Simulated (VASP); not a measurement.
# LiF in VASP: further runs, part 2 of 2

VASP 6.6.1.

## Step 3: Single point, PBEsol (atoms moved at random and the cell strained at random)

The input, INCAR:

```
PREC = Accurate
ENCUT = 750
EDIFF = 1E-6
ISMEAR = 0
SIGMA = 0.02
LREAL = False
LASPH = True
NELM = 120
ALGO = Normal
ISIF = 2
LWAVE = False
LCHARG = False
GGA = PS
NBANDS = 18
GGA_COMPAT = False
```

The input, KPOINTS:

```
regular mesh
0
Gamma
  9 9 6
```

The input, POSCAR:

```
LiF
1.0
    3.1487275715      0.0379862631      0.0483322397
   -1.5414667168      2.7010987547      0.0213490028
    0.0759076550      0.0825417629      4.7948255261
Li F
2 2
Direct
    0.3343618522      0.6640976843      0.3864836276
    0.6663068673      0.3460801769      0.8767505632
    0.3296724452      0.6568358671      0.9942348099
    0.6696588352      0.3329862717      0.4925269993
```

Potentials or basis: VASP PAW PBE potentials, release 64 (Li_sv, F).

Started as:

```console
cat potpaw_PBE.64/Li_sv/POTCAR potpaw_PBE.64/F/POTCAR > POTCAR
mpirun -np 1 vasp_std > vasp.out
```

OUTCAR:

```text
PREC = Accurate
   ENCUT = 750
   EDIFF = 1E-6
   ISMEAR = 0
   LREAL = False
   LASPH = True
   NELM = 120
   ISIF = 2
   GGA = PS

 ion  position               nearest neighbor table
   1  0.334  0.664  0.386-   4 1.87   4 1.88   3 1.88   4 1.91
   2  0.666  0.346  0.877-   3 1.83   4 1.84   3 1.94   3 1.94
   3  0.330  0.657  0.994-   2 1.83   1 1.88   2 1.94   2 1.94
   4  0.670  0.333  0.493-   2 1.84   1 1.87   1 1.88   1 1.91

  LATTYP: Found a triclinic cell.
 ALAT       =     3.1765908873
 B/A-ratio  =     0.9790577415
 C/A-ratio  =     1.5098376966
 COS(alpha) =     0.0139651963
 COS(beta)  =     0.0447775128
 COS(gamma) =     0.4982573999

  Lattice vectors:

 A1 = (   1.6072608547,   2.7390850178,   0.0696812425)
 A2 = (  -1.5414667168,   2.7010987547,   0.0213490028)
 A3 = (   0.0759076550,   0.0825417629,   4.7948255261)

Analysis of symmetry for initial positions (statically):
=====================================================================
 Subroutine PRICEL returns:
 Original cell was already a primitive cell.

 Routine SETGRP: Setting up the symmetry group for a
 triclinic supercell.

 Subroutine GETGRP returns: Found  1 space group operations
 (whereof  1 operations were pure point group operations)
 out of a pool of  2 trial point group operations.

The static configuration has the point symmetry C_1 .

Analysis of symmetry for dynamics (positions and initial velocities):
=====================================================================
 Subroutine PRICEL returns:
 Original cell was already a primitive cell.

 Routine SETGRP: Setting up the symmetry group for a
 triclinic supercell.

 Subroutine GETGRP returns: Found  1 space group operations
 (whereof  1 operations were pure point group operations)
 out of a pool of  2 trial point group operations.

[... 116 lines left out ...]
   NUPDOWN=      -1.0000    fix difference up-down
   EMIN   =  10.00;   EMAX   =-10.00  energy-range for DOS
   EFERMI =   0.00;   METHOD = LEGACY
   ISMEAR =     0;   SIGMA  =   0.02  broadening in eV -4-tet -1-fermi 0-gaus
   EFERMI_NEDOS =   21; number of points for ismear=-14 and -15
   IALGO  =     38    algorithm
   IMIX   =      4    mixing-type and parameters
     AMIX     =   0.40;   BMIX     =  1.00
     AMIX_MAG =   1.60;   BMIX_MAG =  1.00
  volume/ion in A,a.u.               =      10.26        69.24
  Fermi-wavevector in a.u.,A,eV,Ry     =   1.288303  2.434540 22.581934  1.659725
  Thomas-Fermi vector in A             =   2.420265
   LORBIT       =      0    0 simple, 1 ext, 2 COOP (PROOUT), +10 PAW based schemes
   GGA     = PS    functional components
   LHFCALC =     F    Hartree Fock is set to
   AEXX    =    0.0000 exact exchange contribution
   IVDW    =     0    specifies the selected vdW correction
   LEPSILON=     F    determine dielectric tensor
   LRPA    =     F    only Hartree local field effects (RPA)
 non-spin polarized calculation
 Gauss-broadening in eV      SIGMA  =   0.02
  energy-cutoff  :      750.00
  volume of cell :       41.04
 maximum number of plane-waves:      1930
   NGX = 15   NGY = 13   NGZ = 21

 number of electron      20.0000003 magnetization

 Free energy of the ion-electron system (eV)
  ---------------------------------------------------
  ext. energy  EPLUGINS =         0.00000000
  ---------------------------------------------------
  free energy    TOTEN  =       -19.59010482 eV

  energy without entropy =      -19.59010482  energy(sigma->0) =      -19.59010482

 E-fermi :  -2.5218     XC(G=0):  -8.8786

 val. band max:       -2.6392189805   @ k =   0.0000   0.0000   0.0000
 cond. band min:       4.7654549495   @ k =   0.0000   0.0000   0.0000
 fundamental gap:      7.4046739301
 Fermi energy:        -2.5218026991

 k-point     1 :       0.0000    0.0000    0.0000
  band No.  band energies     occupation
      1     -42.5564      2.00000
      2     -42.4964      2.00000
      3     -21.9816      2.00000
      4     -21.6923      2.00000
      5      -4.8049      2.00000
      6      -3.2605      2.00000
[... 481 lines left out ...]
      5      -4.4920      2.00000
      6      -3.9516      2.00000
[... 10 lines left out ...]
     17      16.3288      0.00000
     18      17.4158      0.00000

 [... further k-points ...]
[... 5 lines left out ...]
  --------------------------------------------------------------------------------------
  -------------------------------------------------------------------------------------
  Total       -0.3875141     -0.6867292     -0.0574577     -0.2778593     -0.1684497     -0.2883751
  in kB      -15.1285729    -26.8099475     -2.2431517    -10.8476418     -6.5762858    -11.2581815
  external PRESSURE =     -14.7272240 kB  Pullay stress =       0.0000000 kB

 VOLUME and BASIS-vectors are now :
 -----------------------------------------------------------------------------
  energy-cutoff  :      750.00
  volume of cell :       41.04
      direct lattice vectors                 reciprocal lattice vectors
     3.148727571  0.037986263  0.048332240     0.315539714  0.180136626 -0.008096369
    -1.541466717  2.701098755  0.021349003    -0.004340912  0.367791933 -0.006262728
     0.075907655  0.082541763  4.794825526    -0.003161339 -0.003453389  0.208667659

 POSITION                                       TOTAL-FORCE (eV/Angst)
 -----------------------------------------------------------------------------------
      0.05847      1.83840      1.88346        -0.011867      0.057860     -0.085054
      1.63110      1.03248      4.24346         0.199173     -0.154934      0.238115
      0.10103      1.86877      4.79714        -0.191263      0.151643     -0.106176
      1.63267      0.96552      2.40106         0.003957     -0.054569     -0.046884
 -----------------------------------------------------------------------------------
    total drift:                               -0.000511     -0.000293     -0.000573

  FREE ENERGIE OF THE ION-ELECTRON SYSTEM (eV)
  ---------------------------------------------------
  free  energy   TOTEN  =       -19.5901048180 eV

  energy  without entropy=      -19.5901048180  energy(sigma->0) =      -19.59010482
```

OSZICAR:

```text
N       E                     dE             d eps       ncg     rms          rms(c)
DAV:   1     0.148545441762E+03    0.14855E+03   -0.12982E+04  8792   0.154E+03
DAV:   2    -0.902427929839E+01   -0.15757E+03   -0.15361E+03  9904   0.347E+02
DAV:   3    -0.205171806162E+02   -0.11493E+02   -0.11416E+02 15822   0.725E+01
DAV:   4    -0.208207082938E+02   -0.30353E+00   -0.30299E+00 11550   0.107E+01
DAV:   5    -0.208242730064E+02   -0.35647E-02   -0.35632E-02 11778   0.114E+00    0.670E+00
DAV:   6    -0.195577161294E+02    0.12666E+01   -0.33931E+00  9376   0.139E+01    0.234E+00
DAV:   7    -0.195638253794E+02   -0.61093E-02   -0.10644E-01 10080   0.234E+00    0.148E+00
DAV:   8    -0.195900107166E+02   -0.26185E-01   -0.57389E-02 10716   0.241E+00    0.354E-01
DAV:   9    -0.195891229311E+02    0.88779E-03   -0.64418E-03 11750   0.707E-01    0.104E-01
DAV:  10    -0.195901250986E+02   -0.10022E-02   -0.14428E-03  9670   0.268E-01    0.520E-02
DAV:  11    -0.195901038511E+02    0.21248E-04   -0.67975E-05 12508   0.782E-02    0.133E-02
DAV:  12    -0.195901048180E+02   -0.96689E-06   -0.49561E-06  9936   0.214E-02
   1 F= -.19590105E+02 E0= -.19590105E+02  d E =-.249590E-19
```

stdout:

```text
POSCAR found type information on POSCAR LiF
 POSCAR found :  2 types and       4 ions
 scaLAPACK will be used
 -----------------------------------------------------------------------------
|                                                                             |
|                                                                             |
|     You enforced a specific xc type in the INCAR file but a different       |
|     I HOPE YOU KNOW WHAT YOU ARE DOING!                                     |
|                                                                             |
 -----------------------------------------------------------------------------

 LDA part: xc-table for (Slater+PW92), standard interpolation
 POSCAR, INCAR and KPOINTS ok, starting setup
 FFT: planning ... GRIDC
 FFT: planning ... GRID_SOFT
 FFT: planning ... GRID
 WAVECAR not read
 entering main loop
```

Wall time 2.1 min (1 thread of Intel Xeon 6975P-C (Granite Rapids), shared host); peak memory 0.35 GiB.

What came out:

```
Free energy            : -19.5901 eV
Pressure               : -1.5 GPa
Largest force          : 0.347 eV/Å
Band gap on the k mesh : 7.40 eV, direct
```

Forces in eV/Å, atoms in the order of the input:
```
Li  -0.012  0.058 -0.085
Li   0.199 -0.155  0.238
F   -0.191  0.152 -0.106
F    0.004 -0.055 -0.047
```

Levels at points of the mesh, in eV from the valence-band top:
| k point | band 8 | band 9 | band 10 | band 11 | band 12 | band 13 |
| --- | --- | --- | --- | --- | --- | --- |
| (0.00, 0.00, 0.00) | -0.22 | -0.18 | 0.00 | 7.40 | 11.79 | 14.87 |
| (0.00, 0.00, 0.50) | -0.43 | -0.33 | -0.25 | 9.06 | 9.18 | 17.18 |

Caveat: the cell differs from its parent crystal (atoms moved at random and the cell strained at random); the PAW data sets were made with another functional, which shifts forces and pressure a little.
